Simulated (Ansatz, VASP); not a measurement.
# BeTe3: VASP beside Ansatz

Contents of INCAR:

```
ALGO = Normal
EDIFF = 1E-7
EDIFFG = -0.01
ENCUT = 600
GGA = PE
IBRION = 2
ISIF = 3
ISMEAR = 0
LASPH = True
LCHARG = False
LREAL = False
LWAVE = False
NELM = 100
NSW = 100
PREC = Accurate
SIGMA = 0.1
```

KPOINTS

```
k-points
0
Gamma
  8 8 2
```

The input POSCAR:

```
BeTe3
1.0
    3.8347355886      0.0000000000      0.0000000000
    0.0000000000      3.8347355886      0.0000000000
    0.0000000000      0.0000000000     16.2092604415
Be Te
2 6
Direct
    0.0000000000      0.5000000000      0.0909820806
    0.5000000000      0.0000000000      0.9090179194
    0.5000000000      0.5000000000      0.1809909966
    0.5000000000      0.5000000000      0.8190090034
    0.0000000000      0.0000000000      0.0000000000
    0.0000000000      0.5000000000      0.3594390593
    0.0000000000      0.0000000000      0.5000000000
    0.5000000000      0.0000000000      0.6405609407
```

Input for Ansatz:

```yaml
crystal:
  lattice:
    - [3.8347355886, 0.0, 0.0]
    - [0.0, 3.8347355886, 0.0]
    - [0.0, 0.0, 16.2092604415]
  atoms:
    - { symbol: Be, position: [0.0, 0.5, 0.0909820806] }
    - { symbol: Be, position: [0.5, 0.0, 0.9090179194] }
    - { symbol: Te, position: [0.5, 0.5, 0.1809909966] }
    - { symbol: Te, position: [0.5, 0.5, 0.8190090034] }
    - { symbol: Te, position: [0.0, 0.0, 0.0] }
    - { symbol: Te, position: [0.0, 0.5, 0.3594390593] }
    - { symbol: Te, position: [0.0, 0.0, 0.5] }
    - { symbol: Te, position: [0.5, 0.0, 0.6405609407] }
basis:
  ecutwfc: 420
kpoints:
  mp_grid: { grid: [8, 8, 2] }
hamiltonian:
  xc: pbe
scf:
  occupations: { method: gaussian, width: 0.1 }
output:
  forces: true
  stress: true
  eigenvalues: true
relax:
  adjacent_minimum: "off"
  f_tol: 0.01
  max_steps: 80
  cell: { stress_tol: 0.05 }
```

Alike in both runs: task relaxation of cell and atoms; functional PBE; k mesh 8 × 8 × 2; occupations gaussian, width 0.1 eV; no spin polarisation.

```csv
,VASP,Ansatz
version,VASP 6.6.1,Ansatz 0.2.0
potentials or method,"VASP PAW PBE potentials, release 64 (Be, Te), cutoff 600 eV","scalar-relativistic, plane waves, PAW"
valence electrons in the cell,40,100
```

|  | VASP | Ansatz | Ansatz less VASP |
| --- | --- | --- | --- |
| gap on the k mesh at the Fermi level, each at its own relaxed structure (eV) | none | none | - |
| relaxed volume (Å³/atom) | 30.43 | 30.44 | +0.009 |
| relaxed length of the cell vector where the two differ most in proportion (Å) | 16.404 | 16.386 | -0.0188 |

A gap of «none» marks a metal or a gap that the smearing closes. VASP's potentials hold 40 valence electrons a cell and Ansatz's 100, so a difference there can come from the potentials and not from the codes.

Spin-orbit coupling is off throughout.
